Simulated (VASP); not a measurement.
Wanted: the native input for a VASP 6.6.1 run.

- Task: single point
- Functional: PBEsol
- Potentials or basis: VASP PAW PBE potentials, release 64 (Sr_sv)
- Cutoff: 400 eV
- k mesh: 4 × 4 × 1
- Occupations: fermi-dirac, width 0.1 eV
- Spin: no spin polarisation
- Dipole correction: yes
- Electric field (eV/Å): 0.3
- Further INCAR settings: ALGO = Normal; EDIFF = 1e-06; NBANDS = 17; NELMDL = -8; EFIELD = -0.3

The structure of Sr lies in POSCAR:

```
Sr
1.0
    4.2175437164      0.0000000000      0.0000000000
   -1.4058479055      3.9763383491      0.0000000000
    0.0000000000      0.0000000000     19.4436100244
Sr
2
Direct
    0.0000000000      0.0000000000      0.4114462278
    0.5000000000      0.5000000000      0.5885537722
```

One way to write it, as run:

INCAR

```
SYSTEM = Sr
PREC     = Accurate       ! precision mode
ENCUT    = 400            ! plane-wave cutoff, eV
EDIFF    = 1E-6           ! SCF threshold, eV
ISMEAR   = -1             ! smearing method
SIGMA    = 0.1            ! smearing width, eV
LREAL    = .False.        ! projectors in reciprocal space
LASPH    = .True.         ! aspherical terms in the spheres
NELM     = 120            ! most SCF steps
ALGO     = Normal         ! electronic algorithm
ISIF     = 2              ! what is computed and relaxed
LWAVE    = .False.        ! write WAVECAR
LCHARG   = .False.        ! write CHGCAR
LDIPOL   = .True.       
IDIPOL   = 3            
DIPOL    = 0.5 0.5 0.500
GGA      = PS             ! functional
NBANDS   = 17             ! bands
EFIELD   = -0.3         
GGA_COMPAT= .False.      
NELMDL   = -8
```

KPOINTS

```
regular mesh
0
Gamma
  4 4 1
  0 0 0
```

Potentials or basis: VASP PAW PBE potentials, release 64 (Sr_sv).

The run is started by

```sh
$ cat potpaw_PBE.64/Sr_sv/POTCAR > POTCAR
$ mpirun -np 1 vasp_std > vasp.out
```

It gave:

```
Largest force          : 0.273 eV/Å
Band gap on the k mesh : zero (band 10 reaches -1.09 eV, above the bottom of band 11 at -1.15 eV)
```

Caveat: the k points lie up to 0.40 Å⁻¹ apart; the PAW data sets were made with another functional, which shifts forces and pressure a little.

Wall time 100 s on 1 thread of Intel Xeon 8259CL, with other jobs on the host, peak memory 0.29 GiB.
